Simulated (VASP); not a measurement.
# Si (Fddd) in VASP: further runs

Runs on Si. Level: LDA. Tasks: single point.

All numbers are computed with VASP 6.6.1; they aren't measurements. Logs are shortened: lines on timing, memory, paths and dates and some standing lists are left out, and cuts for length are marked.

## (1) The cell of the first run

The structure is orthorhombic, space group Fddd (No. 70). The conventional cell has a = 4.949 Å, b = 5.118 Å, c = 6.138 Å, α = 90.00°, β = 90.00°, γ = 90.00°. Si (site symmetry 222) has 4 Si at 2.35 Å within 3.1 Å.

## (2) Single point, LDA

Contents of INCAR:

```
SYSTEM = Si
PREC = Accurate
ENCUT = 520
EDIFF = 1E-7
ISMEAR = 0
SIGMA = 0.05
LREAL = .False.
LASPH = .True.
NELM = 80
ALGO = Normal
ISIF = 2
LWAVE = .False.
LCHARG = .False.
GGA = CA
NBANDS = 11
```

Contents of KPOINTS:

```
Automatic mesh
0
Gamma
  12 12 12
  0 0 0
```

Contents of POSCAR:

```
Si
1.0
    0.0000000000      3.0687827966      2.5590069965
    2.4746070296      0.0000000000      2.5590069965
    2.4746070296      3.0687827966      0.0000000000
Si
2
Direct
    0.5000000000      0.5000000000      0.5000000000
    0.7500000000      0.7500000000      0.7500000000
```

Potentials or basis: VASP PAW LDA potentials, release 64 (Si).

On the command line:

```console
cat potpaw_LDA.64/Si/POTCAR > POTCAR
mpirun -np 1 vasp_std > vasp.out
```

OUTCAR:

```text
SYSTEM = Si
   PREC = Accurate
   ENCUT = 520
   EDIFF = 1E-7
   ISMEAR = 0
   LREAL = .False.
   LASPH = .True.
   NELM = 80
   ISIF = 2
   GGA = CA

 ion  position               nearest neighbor table
   1  0.500  0.500  0.500-   2 2.35   2 2.35   2 2.35   2 2.35
   2  0.750  0.750  0.750-   1 2.35   1 2.35   1 2.35   1 2.35

  LATTYP: Found a face centered orthorhombic cell.
 ALAT       =     4.9492140592
 B/A-ratio  =     1.0341064120
 C/A-ratio  =     1.2401091405

  Lattice vectors:

 A1 = (   0.0000000000,   3.0687827966,  -2.5590069965)
 A2 = (   2.4746070296,   3.0687827966,   0.0000000000)
 A3 = (   2.4746070296,   0.0000000000,  -2.5590069965)

Analysis of symmetry for initial positions (statically):
=====================================================================
 Subroutine PRICEL returns:
 Original cell was already a primitive cell.

 Routine SETGRP: Setting up the symmetry group for a
 face centered orthorhombic supercell.

 Subroutine GETGRP returns: Found  8 space group operations
 (whereof  4 operations were pure point group operations)
 out of a pool of  8 trial point group operations.

The static configuration has the point symmetry D_2 .
 The point group associated with its full space group is D_2h.

Analysis of symmetry for dynamics (positions and initial velocities):
=====================================================================
 Subroutine PRICEL returns:
 Original cell was already a primitive cell.

 Routine SETGRP: Setting up the symmetry group for a
 face centered orthorhombic supercell.

 Subroutine GETGRP returns: Found  8 space group operations
 (whereof  4 operations were pure point group operations)
 out of a pool of  8 trial point group operations.

The dynamic configuration has the point symmetry D_2 .
 The point group associated with its full space group is D_2h.

 Subroutine INISYM returns: Found  8 space group operations
 (whereof  4 operations are pure point group operations),
 and found     1 'primitive' translations

----------------------------------------------------------------------------------------

                                     Primitive cell

  volume of cell :      38.8664

  direct lattice vectors                    reciprocal lattice vectors
     0.000000000  3.068782797  2.559006996    -0.202052283  0.162931049  0.195388290
     2.474607030  0.000000000  2.559006996     0.202052283 -0.162931049  0.195388290
     2.474607030  3.068782797  0.000000000     0.202052283  0.162931049 -0.195388290

  length of vectors
[... 91 lines left out ...]
   TEBEG  =    0.0;   TEEND  =   0.0 temperature during run
   PSTRESS=    0.0 pullay stress
   NELECT =       8.0000    total number of electrons
   NUPDOWN=      -1.0000    fix difference up-down
   EMIN   =  10.00;   EMAX   =-10.00  energy-range for DOS
   EFERMI =   0.00;   METHOD = LEGACY
   ISMEAR =     0;   SIGMA  =   0.05  broadening in eV -4-tet -1-fermi 0-gaus
   EFERMI_NEDOS =   21; number of points for ismear=-14 and -15
   IALGO  =     38    algorithm
   IMIX   =      4    mixing-type and parameters
     AMIX     =   0.40;   BMIX     =  1.00
     AMIX_MAG =   1.60;   BMIX_MAG =  1.00
  volume/ion in A,a.u.               =      19.43       131.14
  Fermi-wavevector in a.u.,A,eV,Ry     =   0.966600  1.826609 12.712140  0.934316
  Thomas-Fermi vector in A             =   2.096415
   LORBIT       =      0    0 simple, 1 ext, 2 COOP (PROOUT), +10 PAW based schemes
   GGA     = CA    functional components
   LHFCALC =     F    Hartree Fock is set to
   AEXX    =    0.0000 exact exchange contribution
   IVDW    =     0    specifies the selected vdW correction
   LEPSILON=     F    determine dielectric tensor
   LRPA    =     F    only Hartree local field effects (RPA)
 non-spin polarized calculation
 Gauss-broadening in eV      SIGMA  =   0.05
  energy-cutoff  :      520.00
  volume of cell :       38.87
 maximum number of plane-waves:      1068
 NGX is ok and might be reduce to    30
   NGX = 15   NGY = 13   NGZ = 15

 number of electron       8.0000000 magnetization

 Free energy of the ion-electron system (eV)
  ---------------------------------------------------
  ext. energy  EPLUGINS =         0.00000000
  ---------------------------------------------------
  free energy    TOTEN  =       -11.55275426 eV

  energy without entropy =      -11.55228481  energy(sigma->0) =      -11.55251954

 E-fermi :   6.4177     XC(G=0):  -9.7561

 val. band max:        6.4060381022   @ k =   0.0833   0.0000   0.0833
 cond. band min:       6.4293148906   @ k =   0.1667  -0.0000  -0.0000
 fundamental gap:      0.0232767885
 Fermi energy:         6.4176580738

 k-point     1 :       0.0000    0.0000    0.0000
  band No.  band energies     occupation
      1      -6.0417      2.00000
      2       4.9645      2.00000
      3       6.6771      0.00000
      4       6.8107      0.00000
      5       8.5698      0.00000
      6       8.7035      0.00000
      7       8.7603      0.00000
      8       9.2670      0.00000
      9      12.3554      0.00000
     10      14.0002      0.00000
     11      14.3653      0.00000
[... 309 lines left out ...]
 k-point    24 :      -0.4167    0.1667    0.0000
  band No.  band energies     occupation
      1      -3.2992      2.00000
      2      -0.6962      2.00000
      3       3.0616      2.00000
      4       4.4243      2.00000
      5       7.3688      0.00000
      6       9.6825      0.00000
      7      12.0267      0.00000
      8      13.3253      0.00000
      9      13.7393      0.00000
     10      16.4928      0.00000
     11      18.3663      0.00000

 [... further k-points ...]

------------------------ aborting loop because EDIFF is reached ----------------------------------------

  FORCE on cell =-STRESS in cart. coord.  units (eV):
  Direction    XX          YY          ZZ          XY          YZ          ZX
  --------------------------------------------------------------------------------------
  -------------------------------------------------------------------------------------
  Total        1.9074928     -3.8381898      1.8955046      0.0000000      0.0000000      0.0000000
  in kB       78.6320571   -158.2206516     78.1378699      0.0000000      0.0000000      0.0000000
  external PRESSURE =      -0.4835749 kB  Pullay stress =       0.0000000 kB

 VOLUME and BASIS-vectors are now :
 -----------------------------------------------------------------------------
  energy-cutoff  :      520.00
  volume of cell :       38.87
      direct lattice vectors                 reciprocal lattice vectors
     0.000000000  3.068782797  2.559006996    -0.202052283  0.162931049  0.195388290
     2.474607030  0.000000000  2.559006996     0.202052283 -0.162931049  0.195388290
     2.474607030  3.068782797  0.000000000     0.202052283  0.162931049 -0.195388290

 POSITION                                       TOTAL-FORCE (eV/Angst)
 -----------------------------------------------------------------------------------
      2.47461      3.06878      2.55901        -0.000000     -0.000000      0.000000
      3.71191      4.60317      3.83851         0.000000      0.000000      0.000000
 -----------------------------------------------------------------------------------
    total drift:                               -0.000000     -0.000000     -0.000000

  FREE ENERGIE OF THE ION-ELECTRON SYSTEM (eV)
  ---------------------------------------------------
  free  energy   TOTEN  =       -11.5527542609 eV

  energy  without entropy=      -11.5522848148  energy(sigma->0) =      -11.55251954
```

stdout:

```text
POSCAR found type information on POSCAR Si
 POSCAR found :  1 types and       2 ions
 scaLAPACK will be used
 LDA part: xc-table for (Slater(with rela. corr.)+CA(PZ))
 , standard interpolation
 POSCAR, INCAR and KPOINTS ok, starting setup
 FFT: planning ... GRIDC
 FFT: planning ... GRID_SOFT
 FFT: planning ... GRID
 WAVECAR not read
 entering main loop
```

Wall time 49 s (1 thread of Intel Xeon 6975P-C (Granite Rapids), shared host); peak memory 0.2 GiB.

What came out:

```
Free energy            : -11.5528 eV
Pressure               : 0.0 GPa
Band gap on the k mesh : zero (bands 4 and 5 overlap by 0.93 eV)
```

Levels at points of the mesh, in eV from the Fermi level:
```tsv
k point	band 1	band 2	band 3	band 4	band 5	band 6	band 7	band 8
(0.00, 0.00, 0.00)	-12.46	-1.45	0.26	0.39	2.15	2.29	2.34	2.85
(0.50, 0.00, 0.00)	-9.98	-7.41	-2.54	-0.38	0.06	3.43	4.01	7.64
(0.50, 0.50, 0.00)	-7.84	-7.84	-3.47	-3.47	-0.05	-0.05	7.46	7.46
(0.50, 0.00, 0.50)	-8.99	-8.99	-2.07	-2.07	1.41	1.41	9.63	9.63
(0.00, 0.50, 0.50)	-7.65	-7.65	-3.74	-3.74	-0.32	-0.32	7.82	7.82
```

Caveat: the cell differs from its parent crystal (strain +e along x and -e along y -0.1100, strain +e along z and -e/2 along x and y -0.0525).

## (3) Single point, LDA

Contents of INCAR:

```
PREC = Accurate
ENCUT = 520
EDIFF = 1E-6
ISMEAR = 0
SIGMA = 0.05
LREAL = F
LASPH = T
NELM = 80
ALGO = Normal
ISIF = 2
LWAVE = F
LCHARG = F
GGA = CA
NBANDS = 11
```

Contents of KPOINTS:

```
regular mesh
0
Gamma
  12 12 12
```

Contents of POSCAR:

```
Si
1.0
    0.0000000000      2.8527188813      2.8425908853
    2.4070870561      0.0000000000      2.8425908853
    2.4070870561      2.8527188813      0.0000000000
Si
2
Direct
    0.5000000000      0.5000000000      0.5000000000
    0.7500000000      0.7500000000      0.7500000000
```

Potentials or basis: VASP PAW LDA potentials, release 64 (Si).

On the command line:

```console
cat potpaw_LDA.64/Si/POTCAR > POTCAR
mpirun -np 1 vasp_std > vasp.out
```

Wall time 47 s (1 thread of Intel Xeon 6975P-C (Granite Rapids), shared host); peak memory 0.2 GiB.

Results (log left out):

| Item | Value |
| --- | --- |
| Free energy | -11.7532 eV |
| Pressure | -0.3 GPa |
| Band gap on the k mesh | zero (bands 4 and 5 overlap by 1.23 eV) |

Stress tensor (GPa, compression positive):
```
 6.47  0.00  0.00
 0.00 -3.98  0.00
 0.00  0.00 -3.45
```

Levels at points of the mesh, in eV from the Fermi level:
| k point | band 2 | band 3 | band 4 | band 5 | band 6 | band 7 |
| --- | --- | --- | --- | --- | --- | --- |
| (0.00, 0.00, 0.00) | -0.33 | -0.29 | 0.68 | 2.27 | 2.89 | 2.90 |
| (0.50, 0.00, 0.00) | -7.09 | -1.91 | -0.55 | 0.89 | 2.66 | 4.70 |
| (0.50, 0.50, 0.00) | -8.20 | -2.39 | -2.39 | 1.09 | 1.09 | 8.48 |
| (0.50, 0.00, 0.50) | -8.22 | -2.36 | -2.36 | 1.12 | 1.12 | 8.53 |
| (0.00, 0.50, 0.50) | -7.21 | -3.70 | -3.70 | -0.24 | -0.24 | 9.92 |

Caveat: the cell differs from its parent crystal (strain +e along x and -e along y -0.0825, strain +e along z and -e/2 along x and y +0.0525).

(Continued in part 2 of 2.)
